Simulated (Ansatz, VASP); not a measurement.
## One calculation of TlS2, two programs

```
Tl S
1.0
     1.72228    2.98307    0.00000
    -1.72228    2.98307    0.00000
     0.00000    0.00000   13.45016
Tl S
2 4
Cartesian
  -0.0002 1.9888 3.3625
  -0.0002 3.9773 10.0876
  -0.0002 1.9888 8.3525
  -0.0002 3.9773 1.6275
  -0.0002 1.9888 11.8227
  0.0000 3.9776 5.0976
```

Alike in both runs: task single point; functional PBE; k mesh 11 × 11 × 3; occupations fermi-dirac, width 0.0125 eV; no spin polarisation.

|  | VASP | Ansatz |
| --- | --- | --- |
| version | VASP 6.6.1 | Ansatz 0.2.0 |
| potentials or method | VASP PAW PBE potentials, release 64 (Tl_d, S), cutoff 500 eV | PAW plane waves |
| valence electrons in the cell | 50 | 50 |

|  | VASP | Ansatz | Ansatz less VASP |
| --- | --- | --- | --- |
| pressure (GPa) | 8.0 | 8.1 | +0.11 |
| traceless stress, the component that is largest in VASP (GPa) | -3.50 | -3.52 | -0.026 |
| rms of the force components (eV/Å) | 0.248 | 0.251 | +0.0032 |

Atom by atom the forces differ by 0.003 eV/Å (rms over components). With one functional, cell and mesh, what is left measures potentials, basis and numerics. Ansatz's warnings: structure snapped to symmetry.

Spin-orbit coupling is off throughout.
